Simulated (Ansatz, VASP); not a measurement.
This is a calculation of LiH for VASP 6.6.1.

Contents of POSCAR:

```
LiH
1.0
    0.0000000000      2.0766964161      2.0766964161
    2.0766964161      0.0000000000      2.0766964161
    2.0766964161      2.0766964161      0.0000000000
Li H
1 1
Direct
    0.0000000000      0.0000000000      0.0000000000
    0.5000000000      0.5000000000      0.5000000000
```

File INCAR.step1:

```
PREC = Accurate
ENCUT = 520
EDIFF = 1E-5
ISMEAR = -1
SIGMA = 0.05
LREAL = False
LASPH = True
NELM = 80
ALGO = Normal
ISIF = 2
LWAVE = True
LCHARG = False
NBANDS = 9
GGA = PE
```

File INCAR.step2:

```
PREC = Accurate
ENCUT = 520
EDIFF = 1E-6
ISMEAR = -1
SIGMA = 0.05
LREAL = False
LASPH = True
NELM = 80
ALGO = Normal
ISIF = 2
LWAVE = False
LCHARG = False
GGA = PE
LHFCALC = True
AEXX = 0.25
PRECFOCK = Normal
NBANDS = 9
ISTART = 1
```

File KPOINTS:

```
regular mesh
0
Gamma
  6 6 6
```

Potentials or basis: VASP PAW PBE potentials, release 64 (Li_sv, H).

Command:

```bash
$ cat potpaw_PBE.64/Li_sv/POTCAR potpaw_PBE.64/H/POTCAR > POTCAR
$ cp INCAR.step1 INCAR
$ mpirun -np 1 vasp_std > vasp.out
$ cp INCAR.step2 INCAR
$ mpirun -np 1 vasp_std > vasp.out
```

Task: Translate it to Ansatz 0.2.0. Potentials there: Ansatz PAW.

Result: As run (the cutoff follows the program's own potentials):

Contents of input:

```
crystal:
  lattice:
    - [0.0, 2.0766964161, 2.0766964161]
    - [2.0766964161, 0.0, 2.0766964161]
    - [2.0766964161, 2.0766964161, 0.0]
  atoms:
    - { symbol: Li, position: [0.0, 0.0, 0.0] }
    - { symbol: H, position: [0.5, 0.5, 0.5] }
hamiltonian:
  xc: pbe0
  pseudopotentials: { kind: paw }
kpoints:
  mp_grid: { grid: [6, 6, 6] }
scf:
  occupations: { method: fermi_dirac, width: 0.05 }
output:
  forces: true
  stress: true
  eigenvalues: true
```

Both were run:

|  | VASP | Ansatz | Ansatz less VASP |
| --- | --- | --- | --- |
| gap on the k mesh at the Fermi level (eV) | 4.75 | 4.72 | -0.026 |
| least direct gap on the mesh (eV) | 4.75 | 4.72 | -0.026 |

The k mesh is coarse, so the values compare programs but aren't converged. Noted on VASP's run: the cutoff is under 1.25 times that of the potentials, so the pressure is a little rough.
